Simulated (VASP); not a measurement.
A run of VASP 6.6.1 is set up as follows.

Contents of INCAR:

```
SYSTEM = Sn
PREC = Accurate
ENCUT = 520
EDIFF = 1E-8
ISMEAR = -1
SIGMA = 0.03
LREAL = .FALSE.
LASPH = .TRUE.
NELM = 100
ALGO = Normal
ISIF = 2
LWAVE = .FALSE.
LCHARG = .FALSE.
GGA = CA
LEFG = .TRUE.
NBANDS = 21
```

File KPOINTS:

```
regular mesh
0
G
  9 9 9
  0 0 0
```

POSCAR

```
Sn
1.0
    0.0000000000      3.3092553764      3.3092553764
    3.3092553764      0.0000000000      3.3092553764
    3.3092553764      3.3092553764      0.0000000000
Sn
2
Direct
    0.5000000000      0.5000000000      0.5000000000
    0.7500000000      0.7500000000      0.7500000000
```

Potentials or basis: VASP PAW LDA potentials, release 64 (Sn_d).

Run with:

```bash
$ cat potpaw_LDA.64/Sn_d/POTCAR > POTCAR
$ mpirun -np 1 vasp_std > vasp.out
```

Question: Predict the pressure.

Answer: -2.5 GPa.

Question: Estimate the band gap on the k mesh.

Answer: Zero (band 14 reaches 4.85 eV, above the bottom of band 15 at 4.57 eV).

Caveat: without QUAD_EFG the Cq values of the log hold for a quadrupole moment of 1 mb, not for the nuclei; spin-orbit coupling is left out, which moves the levels of the heavy elements.
